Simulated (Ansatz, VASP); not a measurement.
## Zn3SnO: VASP beside Ansatz

Contents of INCAR:

```
PREC     = Accurate       # precision mode
ENCUT    = 600            # plane-wave cutoff, eV
EDIFF    = 1E-7           # SCF threshold, eV
ISMEAR   = 0              # smearing method
SIGMA    = 0.1            # smearing width, eV
LREAL    = F              # projectors in reciprocal space
LASPH    = T              # aspherical terms in the spheres
NELM     = 100            # most SCF steps
ALGO     = Normal         # electronic algorithm
ISIF     = 3              # what is computed and relaxed
LWAVE    = F              # write WAVECAR
LCHARG   = F              # write CHGCAR
GGA      = PE             # functional
IBRION   = 2              # ionic algorithm
NSW      = 90             # ionic steps
EDIFFG   = -0.04          # ionic threshold
```

File KPOINTS:

```
regular mesh
0
Gamma
  4 4 4
```

Contents of POSCAR:

```
Zn3SnO
1.0
    4.0899745100      0.0000000000      0.0000000000
    0.0000000000      4.0899745100      0.0000000000
    0.0000000000      0.0000000000      4.0899745100
Zn Sn O
3 1 1
Direct
    0.0000000000      0.5000000000      0.5000000000
    0.5000000000      0.0000000000      0.5000000000
    0.5000000000      0.5000000000      0.0000000000
    0.5000000000      0.5000000000      0.5000000000
    0.0000000000      0.0000000000      0.0000000000
```

Input for Ansatz:

```yaml
crystal:
  lattice:
    - [4.08997451, 0.0, 0.0]
    - [0.0, 4.08997451, 0.0]
    - [0.0, 0.0, 4.08997451]
  atoms:
    - { symbol: Zn, position: [0.0, 0.5, 0.5] }
    - { symbol: Zn, position: [0.5, 0.0, 0.5] }
    - { symbol: Zn, position: [0.5, 0.5, 0.0] }
    - { symbol: Sn, position: [0.5, 0.5, 0.5] }
    - { symbol: O, position: [0.0, 0.0, 0.0] }
basis:
  ecutwfc: 420
kpoints:
  mp_grid: { grid: [4, 4, 4] }
hamiltonian:
  xc: pbe
scf:
  occupations: { method: gaussian, width: 0.1 }
  lower_state_search: "off"
output:
  forces: true
  stress: true
  eigenvalues: true
relax:
  adjacent_minimum: "off"
  f_tol: 0.04
  max_steps: 70
  cell: { stress_tol: 0.4 }
```

Change from the starting cell: species swapped into the Mn3GaC type (Pm-3m, No. 221).

Alike in both runs: task relaxation of cell and atoms; functional PBE; k mesh 4 × 4 × 4; occupations gaussian, width 0.1 eV; no spin polarisation.

|  | VASP | Ansatz |
| --- | --- | --- |
| version | VASP 6.6.1 | Ansatz 0.2.0 |
| potentials or method | VASP PAW PBE potentials, release 64 (Zn, Sn_d, O), cutoff 600 eV | scalar-relativistic, plane waves, PAW |
| valence electrons in the cell | 56 | 56 |

VASP gave:

| Quantity | Value |
| --- | --- |
| gap on the k mesh at the Fermi level, each at its own relaxed structure (eV) | none |
| relaxed volume (Å³/atom) | 25.43 |
| relaxed length of the cell vector where the two differ most in proportion (Å) | 5.029 |

Question: What did Ansatz give for the same quantities?

Answer: gap on the k mesh at the Fermi level, each at its own relaxed structure (eV): none; relaxed volume (Å³/atom): 26.33; relaxed length of the cell vector where the two differ most in proportion (Å): 5.087.

A gap of «none» marks a metal or a gap that the smearing closes.

The k mesh is coarse, so the values compare programs but aren't converged. Noted on VASP's run: the volume moved by over 15 % at a fixed basis, so the end points are rough.
